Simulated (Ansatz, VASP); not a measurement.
**H in VASP and in Ansatz**

INCAR

```
PREC = Accurate
ENCUT = 500
EDIFF = 1E-6
ISMEAR = 1
SIGMA = 0.0014
LREAL = F
LASPH = T
NELM = 120
ALGO = Normal
ISIF = 2
LWAVE = F
LCHARG = T
GGA = PE
LELF = T
LVHAR = T
NBANDS = 6
GGA_COMPAT = F
```

File KPOINTS:

```
regular mesh
0
Gamma
  8 8 22
```

The input POSCAR:

```
H
1.0
    2.6496387389      0.0000000000      0.0000000000
    0.0000000000      2.6496387389      0.0000000000
    0.0000000000      0.0000000000      0.9804929200
H
1
Direct
    0.0000000000      0.0000000000      0.5000000000
```

Input for Ansatz:

```yaml
crystal:
  lattice:
    - [2.6496387389, 0.0, 0.0]
    - [0.0, 2.6496387389, 0.0]
    - [0.0, 0.0, 0.98049292]
  atoms:
    - { symbol: H, position: [0.0, 0.0, 0.5] }
basis:
  ecutwfc: 420
kpoints:
  mp_grid: { grid: [8, 8, 22] }
hamiltonian:
  xc: pbe
scf:
  occupations: { method: cold, width: 0.0014 }
output:
  forces: true
  stress: true
  eigenvalues: true
```

Alike in both runs: task single point; functional PBE; k mesh 8 × 8 × 22; no spin polarisation.

```csv
,VASP,Ansatz
version,VASP 6.6.1,Ansatz 0.2.0
potentials or method,"VASP PAW PBE potentials, release 64 (H), cutoff 500 eV","scalar-relativistic, plane waves, PAW"
occupations,"methfessel-paxton of order 1, width 0.0014 eV","cold, width 0.0014 eV"
valence electrons in the cell,1,1
```

```csv
,VASP,Ansatz,Ansatz less VASP
pressure (GPa),1.4,1.8,+0.36
"traceless stress, the component that is largest in VASP (GPa)",-1.71,-1.75,-0.040
```
